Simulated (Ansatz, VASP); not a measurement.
**Two plane-wave programs on Al3Ag5**

File INCAR:

```
SYSTEM = Al3Ag5
ALGO = Normal ; EDIFF = 1E-6
ENCUT = 520 ; GGA = PE
ISIF = 2 ; ISMEAR = 0
LASPH = .TRUE. ; LCHARG = .TRUE.
LELF = .TRUE. ; LREAL = .FALSE.
LVHAR = .TRUE. ; LWAVE = .FALSE.
NBANDS = 42 ; NELM = 60
PREC = Accurate ; SIGMA = 0.1
```

File KPOINTS:

```
k-points
0
G
  3 3 4
  0 0 0
```

POSCAR

```
Al3Ag5
1.0
    5.8170231800      0.0000000000      0.0000000000
   -2.9085115900      5.0376898400      0.0000000000
    0.0000000000      0.0000000000      6.0208189600
Al Ag
3 5
Direct
    0.5000000000      0.0000000000      0.0000000000
    0.0000000000      0.5000000000      0.0000000000
    0.5000000000      0.5000000000      0.0000000000
    0.3333333300      0.6666666700      0.2107841400
    0.6666666700      0.3333333300      0.2107841400
    0.6666666700      0.3333333300      0.7892158600
    0.3333333300      0.6666666700      0.7892158600
    0.0000000000      0.0000000000      0.0000000000
```

Input for Ansatz:

```yaml
crystal:
  lattice:
    - [5.81702318, 0.0, 0.0]
    - [-2.90851159, 5.03768984, 0.0]
    - [0.0, 0.0, 6.02081896]
  atoms:
    - { symbol: Al, position: [0.5, 0.0, 0.0] }
    - { symbol: Al, position: [0.0, 0.5, 0.0] }
    - { symbol: Al, position: [0.5, 0.5, 0.0] }
    - { symbol: Ag, position: [0.33333333, 0.66666667, 0.21078414] }
    - { symbol: Ag, position: [0.66666667, 0.33333333, 0.21078414] }
    - { symbol: Ag, position: [0.66666667, 0.33333333, 0.78921586] }
    - { symbol: Ag, position: [0.33333333, 0.66666667, 0.78921586] }
    - { symbol: Ag, position: [0.0, 0.0, 0.0] }
basis:
  ecutwfc: 420
kpoints:
  mp_grid: { grid: [3, 3, 4] }
hamiltonian:
  xc: pbe
scf:
  occupations: { method: gaussian, width: 0.1 }
  lower_state_search: "off"
output:
  forces: true
  stress: true
  eigenvalues: true
```

Alike in both runs: task single point; functional PBE; k mesh 3 × 3 × 4; occupations gaussian, width 0.1 eV; no spin polarisation.

|  | VASP | Ansatz |
| --- | --- | --- |
| version | VASP 6.6.1 | Ansatz 0.2.0 |
| potentials or method | VASP PAW PBE potentials, release 64 (Al, Ag), cutoff 520 eV | scalar-relativistic, plane waves, PAW |
| valence electrons in the cell | 64 | 104 |

|  | VASP | Ansatz | Ansatz less VASP |
| --- | --- | --- | --- |
| gap on the k mesh at the Fermi level (eV) | none | none | - |
| rms of the force components (eV/Å) | 4.876 | 4.866 | -0.0094 |

Atom by atom the forces differ by 0.009 eV/Å (rms over components). A gap of «none» marks a metal or a gap that the smearing closes. The functional is the same, so the differences come from potentials, cutoffs and numerics. VASP's potentials hold 64 valence electrons a cell and Ansatz's 104, so a difference there can come from the potentials and not from the codes.

The k mesh is coarse, so the values compare programs but aren't converged.
